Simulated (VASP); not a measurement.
Set up this calculation in VASP 6.6.1, as the native input.

| Item | Value |
| --- | --- |
| Task | single point |
| Functional | LDA |
| Potentials or basis | VASP PAW LDA potentials, release 64 (Li_sv, Ga_d) |
| Cutoff | 520 eV |
| k mesh | 7 × 7 × 7 |
| Occupations | gaussian, width 0.1 eV |
| Spin | no spin polarisation |
| Dipole correction | no |
| Further INCAR settings | ALGO = Normal; EDIFF = 1e-06; NBANDS = 24 |

The structure of LiGa lies in POSCAR:

```
LiGa
1.0
    0.0000000000      3.0845000000      3.0845000000
    3.0845000000      0.0000000000      3.0845000000
    3.0845000000      3.0845000000      0.0000000000
Li Ga
2 2
Direct
    0.5000000000      0.5000000000      0.5000000000
    0.7500000000      0.7500000000      0.7500000000
    0.0000000000      0.0000000000      0.0000000000
    0.2500000000      0.2500000000      0.2500000000
```

These files were run (other wordings do the same):

INCAR

```
SYSTEM = LiGa
PREC = Accurate
ENCUT = 520
EDIFF = 1E-6
ISMEAR = 0
SIGMA = 0.1
LREAL = .False.
LASPH = .True.
NELM = 60
ALGO = Normal
ISIF = 2
LWAVE = .False.
LCHARG = .False.
NBANDS = 24
```

KPOINTS

```
regular mesh
0
Gamma
  7 7 7
  0 0 0
```

Potentials or basis: VASP PAW LDA potentials, release 64 (Li_sv, Ga_d).

Command:

```console
$ cat potpaw_LDA.64/Li_sv/POTCAR potpaw_LDA.64/Ga_d/POTCAR > POTCAR
$ mpirun -np 1 vasp_std > vasp.out
```

Results of the run:

```json
{
  "Band gap on the k mesh": "zero (band 16 reaches 5.88 eV, above the bottom of band 17 at 5.32 eV)"
}
```

It took 45 s on 1 thread of AMD EPYC 7R13, on a shared host, peak memory 0.13 GiB.
